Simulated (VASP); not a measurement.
# Zr7CoO16 (P1) in VASP: single point with PBEsol

Aim: the single point of Zr7CoO16 with PBEsol.

Everything below comes from runs of VASP 6.6.1. Logs are shortened: lines on timing, memory, paths and dates and some standing lists are left out, and cuts for length are marked.

**1. The cell of the first run**

The typed cell holds 24 atoms: a = 10.284 Å, b = 7.319 Å, c = 6.777 Å, α = 63.56°, β = 50.67°, γ = 45.37°.

**2. Single point, PBEsol, collinear spin**

Contents of INCAR:

```
SYSTEM = Zr7CoO16
PREC = Accurate ; ENCUT = 600
EDIFF = 1E-6 ; ISMEAR = 0
SIGMA = 0.05 ; LREAL = .False.
LASPH = .True. ; NELM = 200
ALGO = Normal ; ISIF = 2
LWAVE = .False. ; LCHARG = .True.
ISPIN = 2 ; MAGMOM = 2.16 0 0 0 0 0 0.01 0 0.35 0 0.11 0.01 0.01 0.02 0.01 0.12 0.01 0.04 0 0.01 0.01 0 0.06 0.01
LORBIT = 11 ; LMAXMIX = 4
GGA = PS ; LVHAR = .True.
NBANDS = 116 ; GGA_COMPAT = .False.
KPAR = 4
```

Contents of KPOINTS:

```
Automatic mesh
0
Gamma
  3 3 3
  0 0 0
```

Contents of POSCAR:

```
Zr7CoO16
1.0
   10.2840800000      0.0000000000      0.0000000000
    5.1420400000      5.2086900000      0.0000000000
    4.2956000000      0.0000000000      5.2419900000
Co Zr O
1 7 16
Direct
    0.0068164376      0.0505627012      0.1629537776
    0.5080195274      0.0439870511      0.2154572255
    0.9416031450      0.5346591041      0.3022182261
    0.4414473278      0.5464290120      0.2874111426
    0.4819110574      0.9559208534      0.7967311292
    0.9906037955      0.9571940525      0.7775257486
    0.5594141896      0.4490768270      0.7108376147
    0.0499764110      0.4697677826      0.7109948808
    0.7152919879      0.3130576863      0.3393078573
    0.1914957621      0.3273959310      0.3550381709
    0.9877961765      0.8322675682      0.1395582150
    0.4868615714      0.8188802391      0.1473549954
    0.8042713333      0.6829990648      0.6484462056
    0.3121987160      0.6689005449      0.6408994340
    0.5122593061      0.1771503312      0.8573374890
    0.0350697823      0.1631749052      0.8376627924
    0.6049262672      0.7632881829      0.4785407772
    0.1039099876      0.7687304478      0.4730795062
    0.1204446759      0.2408937279      0.0418843908
    0.6355852917      0.2454464963      0.0323107969
    0.8775599230      0.2733954474      0.5550209038
    0.3836414874      0.2511993655      0.5325270808
    0.3761263756      0.7281754582      0.9744082893
    0.8727694648      0.7374472192      0.9824933504
```

Potentials or basis: VASP PAW PBE potentials, release 64 (Co, Zr_sv, O).

Command:

```bash
$ cat potpaw_PBE.64/Co/POTCAR potpaw_PBE.64/Zr_sv/POTCAR potpaw_PBE.64/O/POTCAR > POTCAR
$ mpirun -np 4 vasp_std > vasp.out
```

OUTCAR:

```text
SYSTEM = Zr7CoO16
   PREC = Accurate
   ENCUT = 600
   EDIFF = 1E-6
   ISMEAR = 0
   LREAL = .False.
   LASPH = .True.
   NELM = 200
   ISIF = 2
   ISPIN = 2
   LORBIT = 11
   GGA = PS

 ion  position               nearest neighbor table
   1  0.007  0.051  0.163-  11 1.82   9 1.88  16 1.88  19 2.01  23 2.36  18 2.36   6 3.10   8 3.29
                             5 3.45
   2  0.508  0.044  0.215-  10 2.04  12 2.07  20 2.11  17 2.12  15 2.16  22 2.29  24 2.33   5 3.37
                             7 3.41   8 3.44   4 3.44   3 3.48   6 3.52   5 3.56
   3  0.942  0.535  0.302-  10 2.06  21 2.11  13 2.14  17 2.15  19 2.20  11 2.20  24 2.24   8 3.34
                             7 3.41   5 3.42   2 3.48   6 3.55   8 3.58
   4  0.441  0.546  0.287-  12 2.04  14 2.12  18 2.15  20 2.16  23 2.18   9 2.22  22 2.27   5 3.37
                             6 3.37   7 3.40   8 3.44   2 3.44   7 3.54
   5  0.482  0.956  0.797-  13 2.06  15 2.09  23 2.12  12 2.15  22 2.16  17 2.23  19 2.30   4 3.37
                             2 3.37   3 3.42   1 3.45   7 3.45   8 3.47   2 3.56
   6  0.991  0.957  0.778-  14 2.07  21 2.08  16 2.10  24 2.14  18 2.18  11 2.19  20 2.28   1 3.10
                             8 3.37   4 3.37   7 3.39   2 3.52   3 3.55
   7  0.559  0.449  0.711-  15 2.04  14 2.09  21 2.10  23 2.12   9 2.18  20 2.28  17 2.31   6 3.39
                             4 3.40   3 3.41   2 3.41   5 3.45   4 3.54
   8  0.050  0.470  0.711-  13 2.06  16 2.10  24 2.12  22 2.13  10 2.16  18 2.26  19 2.32   1 3.29
                             3 3.34   6 3.37   2 3.44   4 3.44   5 3.47   3 3.58
   9  0.715  0.313  0.339-   1 1.88   7 2.18   4 2.22
  10  0.191  0.327  0.355-   2 2.04   3 2.06   8 2.16
  11  0.988  0.832  0.140-   1 1.82   6 2.19   3 2.20
  12  0.487  0.819  0.147-   4 2.04   2 2.07   5 2.15
  13  0.804  0.683  0.648-   8 2.06   5 2.06   3 2.14
  14  0.312  0.669  0.641-   6 2.07   7 2.09   4 2.12
  15  0.512  0.177  0.857-   7 2.04   5 2.09   2 2.16
  16  0.035  0.163  0.838-   1 1.88   8 2.10   6 2.10
  17  0.605  0.763  0.479-   2 2.12   3 2.15   5 2.23   7 2.31
  18  0.104  0.769  0.473-   4 2.15   6 2.18   8 2.26   1 2.36
  19  0.120  0.241  0.042-   1 2.01   3 2.20   5 2.30   8 2.32
  20  0.636  0.245  0.032-   2 2.11   4 2.16   6 2.28   7 2.28
  21  0.878  0.273  0.555-   6 2.08   7 2.10   3 2.11
  22  0.384  0.251  0.533-   8 2.13   5 2.16   4 2.27   2 2.29
  23  0.376  0.728  0.974-   7 2.12   5 2.12   4 2.18   1 2.36
  24  0.873  0.737  0.982-   8 2.12   6 2.14   3 2.24   2 2.33

  LATTYP: Found a base centered monoclinic cell.
 ALAT       =    10.2840800000
 B/A-ratio  =     1.0129617817
 C/A-ratio  =     0.6590005774
 COS(beta)  =    -0.6338297098

  Lattice vectors:

 A1 = (  -5.1420400000,   5.2086900000,   0.0000000000)
 A2 = (  -5.1420400000,  -5.2086900000,   0.0000000000)
 A3 = (   4.2956000000,   0.0000000000,   5.2419900000)

Analysis of symmetry for initial positions (statically):
=====================================================================
 Subroutine PRICEL returns:
 Original cell was already a primitive cell.

 Routine SETGRP: Setting up the symmetry group for a
 base centered monoclinic supercell.
[... 219 lines left out ...]
 fundamental gap:      0.2377528097
 Fermi energy:         5.8966382500

 spin component 1

 k-point     1 :       0.0000    0.0000    0.0000
  band No.  band energies     occupation
      1     -42.1469      1.00000
      2     -42.0987      1.00000
      3     -42.0778      1.00000
      4     -42.0671      1.00000
      5     -42.0493      1.00000
      6     -41.9797      1.00000
[... 1515 lines left out ...]
    105      10.3547      0.00000
    106      10.4640      0.00000
 Fermi energy:         5.8966382500

 spin component 2

 k-point     1 :       0.0000    0.0000    0.0000
  band No.  band energies     occupation
      1     -42.1452      1.00000
      2     -42.0989      1.00000
      3     -42.0777      1.00000
      4     -42.0677      1.00000
      5     -42.0492      1.00000
      6     -41.9788      1.00000
[... 1515 lines left out ...]
    105      10.3576      0.00000
    106      10.4699      0.00000
 [bands above 106 left out]

------------------------ aborting loop because EDIFF is reached ----------------------------------------

  FORCE on cell =-STRESS in cart. coord.  units (eV):
  Direction    XX          YY          ZZ          XY          YZ          ZX
  --------------------------------------------------------------------------------------
  -------------------------------------------------------------------------------------
  Total       -8.0536770    -10.1365336     -5.9754292      3.4383722      0.1221253      2.1019218
  in kB      -45.9530823    -57.8375518    -34.0949094     19.6188401      0.6968288     11.9932530
  external PRESSURE =     -45.9618479 kB  Pullay stress =       0.0000000 kB

 VOLUME and BASIS-vectors are now :
 -----------------------------------------------------------------------------
  energy-cutoff  :      600.00
  volume of cell :      280.80
      direct lattice vectors                 reciprocal lattice vectors
    10.284080000  0.000000000  0.000000000     0.097237672 -0.095993426 -0.079682362
     5.142040000  5.208690000  0.000000000     0.000000000  0.191986853  0.000000000
     4.295600000  0.000000000  5.241990000     0.000000000  0.000000000  0.190767247

 POSITION                                       TOTAL-FORCE (eV/Angst)
 -----------------------------------------------------------------------------------
      1.03008      0.26337      0.85420        -0.260129     -0.130607     -0.822202
      6.37621      0.22911      1.12942        -0.054071     -0.002218      0.037560
     13.73097      2.78487      1.58422        -0.021172     -0.111238     -0.114042
      8.58424      2.84618      1.50661        -0.242826      0.116974      0.028693
     13.29383      4.97910      4.17646         0.093989      0.222512     -0.030147
     18.44932      4.98573      4.07578        -0.042984      0.101315     -0.047434
[... 16 lines left out ...]
     11.79809      3.79284      5.10784        -0.459693      0.351808      0.272421
     16.98801      3.84113      5.15022         0.002937      0.049319      0.038910
 -----------------------------------------------------------------------------------
    total drift:                               -0.000470     -0.000203      0.000170

  FREE ENERGIE OF THE ION-ELECTRON SYSTEM (eV)
  ---------------------------------------------------
  free  energy   TOTEN  =      -229.1913800000 eV

  energy  without entropy=     -229.1913568244  energy(sigma->0) =     -229.19136841

 total charge

# of ion       s       p       d       tot
------------------------------------------
    1        0.381   0.518   7.104   8.003
    2        2.186   6.061   1.428   9.676
    3        2.182   6.056   1.394   9.633
    4        2.183   6.056   1.403   9.642
    5        2.184   6.059   1.406   9.649
    6        2.186   6.063   1.438   9.686
[... 16 lines left out ...]
   23        1.558   3.474   0.000   5.032
   24        1.553   3.511   0.000   5.064
--------------------------------------------------
tot         40.589  98.635  17.008 156.232

 magnetization (x)

# of ion       s       p       d       tot
------------------------------------------
    1        0.003   0.005   0.730   0.737
    2        0.000   0.000  -0.000   0.000
    3        0.000   0.001   0.002   0.003
    4       -0.000  -0.000  -0.003  -0.003
    5        0.000   0.000   0.000   0.000
    6       -0.000  -0.000  -0.002  -0.003
[... 16 lines left out ...]
   23       -0.000  -0.007   0.000  -0.007
   24        0.000   0.005   0.000   0.005
--------------------------------------------------
tot          0.007   0.195   0.729   0.931
```

stdout:

```text
POSCAR found type information on POSCAR CoZrO
 POSCAR found :  3 types and      24 ions
 scaLAPACK will be used
 -----------------------------------------------------------------------------
|                                                                             |
|                                                                             |
|     You have a (more or less) 'large supercell' and for larger cells it     |
|     might be more efficient to use real-space projection operators.         |
|     Therefore, try LREAL= Auto in the INCAR file.                           |
|     Mind: For very accurate calculation, you might also keep the            |
|     reciprocal projection scheme (i.e. LREAL=.FALSE.).                      |
|                                                                             |
 -----------------------------------------------------------------------------

 -----------------------------------------------------------------------------
|                                                                             |
|                                                                             |
|     You enforced a specific xc type in the INCAR file but a different       |
|     I HOPE YOU KNOW WHAT YOU ARE DOING!                                     |
|                                                                             |
 -----------------------------------------------------------------------------

 LDA part: xc-table for (Slater+PW92), standard interpolation
 POSCAR, INCAR and KPOINTS ok, starting setup
 FFT: planning ... GRIDC
 FFT: planning ... GRID_SOFT
 FFT: planning ... GRID
 WAVECAR not read
 entering main loop
```

Run time: 12 min. Hardware: 4 MPI ranks of Intel Xeon 6975P-C (Granite Rapids), shared host; peak memory 1.4 GiB.

What came out:

```
Free energy                                           : -229.1914 eV
Pressure                                              : -4.6 GPa
Largest force                                         : 1.155 eV/Å
Band gap on the k mesh                                : 0.24 eV, indirect (least direct gap 0.25 eV)
Net moment                                            : 1.00 μB per cell
Site moments                                          : Co +0.74; Zr +0.00, -0.00; O +0.08, -0.00, +0.11, +0.01, +0.00, -0.04, -0.01, +0.02 μB
Valence electrons inside the program's atomic spheres : Co 8.00; Zr 9.68, 9.63, 9.64, 9.65, 9.69, 9.67; O 4.95, 5.07, 4.97, 5.08, 5.06, 5.00, 4.99, 5.03
```

Forces in eV/Å, atoms in the order of the input:
```
Co  -0.260 -0.131 -0.822
Zr  -0.054 -0.002  0.038
Zr  -0.021 -0.111 -0.114
Zr  -0.243  0.117  0.029
Zr   0.094  0.223 -0.030
Zr  -0.043  0.101 -0.047
Zr   0.116 -0.189 -0.010
Zr  -0.008 -0.037  0.086
O    0.399 -0.748 -0.785
O    0.023 -0.052  0.038
O    0.452  0.432  0.220
O   -0.033 -0.028 -0.007
O   -0.074  0.077  0.016
O    0.214 -0.230 -0.102
O    0.034  0.031 -0.028
O    0.022  0.053  0.896
O   -0.058 -0.013  0.070
O    0.041  0.088  0.045
O   -0.164 -0.113  0.158
O    0.025  0.094  0.001
O   -0.087  0.076  0.081
O    0.082 -0.039 -0.044
O   -0.460  0.352  0.272
O    0.003  0.049  0.039
```

Stress tensor (GPa, compression positive):
```
-4.60  1.96  1.20
 1.96 -5.78  0.07
 1.20  0.07 -3.41
```

Levels at points of the mesh, in eV from the valence-band top:
Spin up:
```csv
k point,band 92,band 93,band 94,band 95,band 96,band 97,band 98,band 99
"(0.00, 0.00, 0.00)",-0.63,-0.56,-0.47,-0.33,0.42,1.04,3.55,3.71
```
Spin down:
| k point | band 91 | band 92 | band 93 | band 94 | band 95 | band 96 | band 97 | band 98 |
| --- | --- | --- | --- | --- | --- | --- | --- | --- |
| (0.00, 0.00, 0.00) | -0.67 | -0.48 | -0.09 | -0.06 | 0.29 | 0.79 | 1.43 | 3.56 |

Caveat: the PAW data sets were made with another functional, which shifts forces and pressure a little; a cell with one magnetic atom can't hold antiferromagnetic order, which such compounds often take. A k mesh can miss the band edges.
